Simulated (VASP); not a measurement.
# SnTe (Fm-3m) in VASP: notebook

SnTe is run at these levels: PBEsol; tasks: single point.

Everything below comes from runs of VASP 6.6.1. Logs are shortened: lines on timing, memory, paths and dates and some standing lists are left out, and cuts for length are marked.

### Step 1. The cell of the first run

The structure is cubic, space group Fm-3m (No. 225). The conventional cell has a = 6.379 Å, b = 6.379 Å, c = 6.379 Å, α = 90.00°, β = 90.00°, γ = 90.00°. Within 4.2 Å of Sn (site symmetry m-3m) lie 6 Te at 3.19 Å. Te (site symmetry m-3m) has 6 Sn at 3.19 Å within 4.2 Å.

### Step 2. Single point, PBEsol

Contents of INCAR:

```
ALGO = Normal ; EDIFF = 1E-6
ENCUT = 500 ; GGA = PS
GGA_COMPAT = F ; ISIF = 2
ISMEAR = 1 ; LASPH = T
LCHARG = F ; LREAL = F
LWAVE = F ; NBANDS = 17
NELM = 120 ; PREC = Accurate
SIGMA = 0.05
```

Contents of KPOINTS:

```
k-points
0
Gamma
  6 6 6
```

Contents of POSCAR:

```
SnTe
1.0
    0.0000000000      3.1893303407      3.1893303407
    3.1893303407      0.0000000000      3.1893303407
    3.1893303407      3.1893303407      0.0000000000
Sn Te
1 1
Direct
    0.0000000000      0.0000000000      0.0000000000
    0.5000000000      0.5000000000      0.5000000000
```

Potentials or basis: VASP PAW PBE potentials, release 64 (Sn_d, Te).

On the command line:

```
cat potpaw_PBE.64/Sn_d/POTCAR potpaw_PBE.64/Te/POTCAR > POTCAR
mpirun -np 1 vasp_std > vasp.out
```

OUTCAR:

```text
EDIFF = 1E-6
   ENCUT = 500
   GGA = PS
   ISIF = 2
   ISMEAR = 1
   LASPH = T
   LREAL = F
   NELM = 120
   PREC = Accurate

 ion  position               nearest neighbor table
   1  0.000  0.000  0.000-   2 3.19   2 3.19   2 3.19   2 3.19   2 3.19   2 3.19
   2  0.500  0.500  0.500-   1 3.19   1 3.19   1 3.19   1 3.19   1 3.19   1 3.19

  LATTYP: Found a face centered cubic cell.
 ALAT       =     6.3786606814

  Lattice vectors:

 A1 = (   0.0000000000,   3.1893303407,   3.1893303407)
 A2 = (   3.1893303407,   0.0000000000,   3.1893303407)
 A3 = (   3.1893303407,   3.1893303407,   0.0000000000)

Analysis of symmetry for initial positions (statically):
=====================================================================
 Subroutine PRICEL returns:
 Original cell was already a primitive cell.

 Routine SETGRP: Setting up the symmetry group for a
 face centered cubic supercell.

 Subroutine GETGRP returns: Found 48 space group operations
 (whereof 48 operations were pure point group operations)
 out of a pool of 48 trial point group operations.

The static configuration has the point symmetry O_h .

Analysis of symmetry for dynamics (positions and initial velocities):
=====================================================================
 Subroutine PRICEL returns:
 Original cell was already a primitive cell.

 Routine SETGRP: Setting up the symmetry group for a
 face centered cubic supercell.

 Subroutine GETGRP returns: Found 48 space group operations
 (whereof 48 operations were pure point group operations)
 out of a pool of 48 trial point group operations.

The dynamic configuration has the point symmetry O_h .

 Subroutine INISYM returns: Found 48 space group operations
 (whereof 48 operations are pure point group operations),
 and found     1 'primitive' translations

----------------------------------------------------------------------------------------

                                     Primitive cell

  volume of cell :      64.8826

  direct lattice vectors                    reciprocal lattice vectors
     0.000000000  3.189330341  3.189330341    -0.156772722  0.156772722  0.156772722
     3.189330341  0.000000000  3.189330341     0.156772722 -0.156772722  0.156772722
     3.189330341  3.189330341  0.000000000     0.156772722  0.156772722 -0.156772722

  length of vectors
[... 69 lines left out ...]
   LSORBIT =      F    spin-orbit coupling
   LASPH  =      T    aspherical Exc in radial PAW
   ENCUT  =  500.0 eV  36.75 Ry    6.06 a.u.   8.22  8.22  8.22*2*pi/ulx,y,z
   NELM   =    120;   NELMIN=  2; NELMDL= -5     # of ELM steps
   EDIFF  = 0.1E-05   stopping-criterion for ELM
   LREAL  =      F    real-space projection
   EDIFFG = 0.1E-04   stopping-criterion for IOM
   NSW    =      0    number of steps for IOM
   IBRION =     -1    ionic relax: 0-MD 1-quasi-New 2-CG
   NFREE  =      0    steps in history (QN), initial steepest desc. (CG)
   ISIF   =      2    stress and relaxation
   ISYM   =      2    0-nonsym 1-usesym 2-fastsym
   POTIM  = 0.5000    time-step for ionic-motion
   TEBEG  =    0.0;   TEEND  =   0.0 temperature during run
   PSTRESS=    0.0 pullay stress
   NELECT =      20.0000    total number of electrons
   NUPDOWN=      -1.0000    fix difference up-down
   EMIN   =  10.00;   EMAX   =-10.00  energy-range for DOS
   EFERMI =   0.00;   METHOD = LEGACY
   ISMEAR =     1;   SIGMA  =   0.05  broadening in eV -4-tet -1-fermi 0-gaus
   EFERMI_NEDOS =   21; number of points for ismear=-14 and -15
   IALGO  =     38    algorithm
   IMIX   =      4    mixing-type and parameters
     AMIX     =   0.40;   BMIX     =  1.00
     AMIX_MAG =   1.60;   BMIX_MAG =  1.00
  volume/ion in A,a.u.               =      32.44       218.92
  Fermi-wavevector in a.u.,A,eV,Ry     =   1.105882  2.089813 16.639575  1.222974
  Thomas-Fermi vector in A             =   2.242375
   LORBIT       =      0    0 simple, 1 ext, 2 COOP (PROOUT), +10 PAW based schemes
   GGA     = PS    functional components
   LHFCALC =     F    Hartree Fock is set to
   AEXX    =    0.0000 exact exchange contribution
   IVDW    =     0    specifies the selected vdW correction
   LEPSILON=     F    determine dielectric tensor
   LRPA    =     F    only Hartree local field effects (RPA)
 non-spin polarized calculation
 Methfessel and Paxton  Order N= 1 SIGMA  =   0.05
  energy-cutoff  :      500.00
  volume of cell :       64.88
 maximum number of plane-waves:      1676
 NGX is ok and might be reduce to    36
   NGX = 17   NGY = 17   NGZ = 17

 number of electron      20.0000002 magnetization

 Free energy of the ion-electron system (eV)
  ---------------------------------------------------
  ext. energy  EPLUGINS =         0.00000000
  ---------------------------------------------------
  free energy    TOTEN  =        -8.32383235 eV

  energy without entropy =       -8.32350260  energy(sigma->0) =       -8.32372244

 E-fermi :   6.3423     XC(G=0):  -9.4960

 val. band max:        6.3237198489   @ k =   0.5000   0.0000   0.0000
 cond. band min:       6.3608368585   @ k =   0.5000   0.0000   0.0000
 fundamental gap:      0.0371170097
 Fermi energy:         6.3422783537

 k-point     1 :       0.0000    0.0000    0.0000
  band No.  band energies     occupation
      1     -15.4265      2.00000
      2     -15.4265      2.00000
      3     -15.4213      2.00000
      4     -15.4213      2.00000
      5     -15.4213      2.00000
      6      -6.2035      2.00000
[... 297 lines left out ...]
      4     -15.4152      2.00000
      5     -15.4119      2.00000
      6      -4.6782      2.00000
[... 9 lines left out ...]
     16      16.2785      0.00000
     17      17.5047      0.00000

------------------------ aborting loop because EDIFF is reached ----------------------------------------

  FORCE on cell =-STRESS in cart. coord.  units (eV):
  Direction    XX          YY          ZZ          XY          YZ          ZX
  --------------------------------------------------------------------------------------
  -------------------------------------------------------------------------------------
  Total       -0.7762607     -0.7762607     -0.7762607      0.0000000      0.0000000      0.0000000
  in kB      -19.1685681    -19.1685681    -19.1685681      0.0000000      0.0000000      0.0000000
  external PRESSURE =     -19.1685681 kB  Pullay stress =       0.0000000 kB

 VOLUME and BASIS-vectors are now :
 -----------------------------------------------------------------------------
  energy-cutoff  :      500.00
  volume of cell :       64.88
      direct lattice vectors                 reciprocal lattice vectors
     0.000000000  3.189330341  3.189330341    -0.156772722  0.156772722  0.156772722
     3.189330341  0.000000000  3.189330341     0.156772722 -0.156772722  0.156772722
     3.189330341  3.189330341  0.000000000     0.156772722  0.156772722 -0.156772722

 POSITION                                       TOTAL-FORCE (eV/Angst)
 -----------------------------------------------------------------------------------
      0.00000      0.00000      0.00000         0.000000      0.000000      0.000000
      3.18933      3.18933      3.18933         0.000000      0.000000      0.000000
 -----------------------------------------------------------------------------------
    total drift:                               -0.000000      0.000000      0.000000

  FREE ENERGIE OF THE ION-ELECTRON SYSTEM (eV)
  ---------------------------------------------------
  free  energy   TOTEN  =        -8.3238323543 eV

  energy  without entropy=       -8.3235026023  energy(sigma->0) =       -8.32372244
```

OSZICAR:

```text
N       E                     dE             d eps       ncg     rms          rms(c)
DAV:   1     0.119322182483E+03    0.11932E+03   -0.92179E+03   546   0.128E+03
DAV:   2     0.250119317936E+01   -0.11682E+03   -0.11357E+03   584   0.313E+02
DAV:   3    -0.805959252236E+01   -0.10561E+02   -0.10505E+02   652   0.859E+01
DAV:   4    -0.837795440081E+01   -0.31836E+00   -0.31774E+00   642   0.157E+01
DAV:   5    -0.839113768152E+01   -0.13183E-01   -0.13183E-01   755   0.310E+00    0.452E+00
DAV:   6    -0.832638557213E+01    0.64752E-01   -0.14596E-01   728   0.284E+00    0.301E+00
DAV:   7    -0.832429529361E+01    0.20903E-02   -0.49594E-02   696   0.128E+00    0.860E-01
DAV:   8    -0.832378428719E+01    0.51101E-03   -0.65448E-03   687   0.667E-01    0.162E-01
DAV:   9    -0.832384644597E+01   -0.62159E-04   -0.54659E-04   709   0.186E-01    0.376E-02
DAV:  10    -0.832383326187E+01    0.13184E-04   -0.53993E-05   721   0.600E-02    0.254E-02
DAV:  11    -0.832383241938E+01    0.84249E-06   -0.27267E-05   744   0.434E-02    0.253E-02
DAV:  12    -0.832383235432E+01    0.65054E-07   -0.20227E-06   505   0.104E-02
   1 F= -.83238324E+01 E0= -.83237224E+01  d E =-.329752E-03
```

It took 12 s on 1 thread of AMD EPYC 9R45 (Zen 5), shared host; peak memory 0.17 GiB.

What came out:

```yaml
Free_energy: -8.3238 eV
Pressure: -1.9 GPa
Band_gap_on_the_k_mesh: 0.04 eV, direct
```

Levels at points of the mesh, in eV from the valence-band top:
```csv
k point,band 6,band 7,band 8,band 9,band 10,band 11,band 12,band 13,band 14,band 15
"(0.00, 0.00, 0.00)",-12.53,-4.82,-2.01,-2.01,-2.01,3.28,3.28,3.28,4.81,4.81
"(0.50, 0.00, 0.00)",-11.33,-8.14,-1.68,-1.68,0.00,0.04,0.43,0.43,7.63,8.61
"(0.50, 0.50, 0.00)",-11.06,-6.44,-5.32,-3.54,-3.54,2.27,4.76,4.76,6.12,8.97
```

Caveat: the PAW data sets were made with another functional, which shifts forces and pressure a little; spin-orbit coupling is left out, which moves the levels of the heavy elements. A k mesh can miss the band edges.

### Step 3. Single point, PBEsol

Contents of INCAR:

```
SYSTEM = SnTe
PREC = Accurate
ENCUT = 500
EDIFF = 1E-6
ISMEAR = -1
SIGMA = 0.001
LREAL = .FALSE.
LASPH = .TRUE.
NELM = 120
ALGO = Normal
ISIF = 2
LWAVE = .FALSE.
LCHARG = .TRUE.
GGA = PS
LELF = .TRUE.
LVHAR = .TRUE.
NBANDS = 17
GGA_COMPAT = .FALSE.
```

Contents of KPOINTS:

```
regular mesh
0
G
  6 6 6
  0 0 0
```

POSCAR is that of step 2.

Potentials or basis: VASP PAW PBE potentials, release 64 (Sn_d, Te).

On the command line:

```
cat potpaw_PBE.64/Sn_d/POTCAR potpaw_PBE.64/Te/POTCAR > POTCAR
mpirun -np 1 vasp_std > vasp.out
```

Run time: 12 s. Hardware: 1 thread of AMD EPYC 9R45 (Zen 5), shared host; peak memory 0.17 GiB.

The run converged. Its results:

```
Free energy            : -8.3238 eV
Pressure               : -2.0 GPa
Band gap on the k mesh : 0.04 eV, direct
```

Levels at points of the mesh, in eV from the valence-band top:
```tsv
k point	band 7	band 8	band 9	band 10	band 11	band 12	band 13	band 14
(0.00, 0.00, 0.00)	-4.83	-2.01	-2.01	-2.01	3.28	3.28	3.28	4.81
(0.50, 0.00, 0.00)	-8.14	-1.68	-1.68	0.00	0.04	0.43	0.43	7.63
(0.50, 0.50, 0.00)	-6.44	-5.32	-3.54	-3.54	2.27	4.76	4.76	6.12
```

Caveat: the PAW data sets were made with another functional, which shifts forces and pressure a little; spin-orbit coupling is left out, which moves the levels of the heavy elements. A k mesh can miss the band edges.
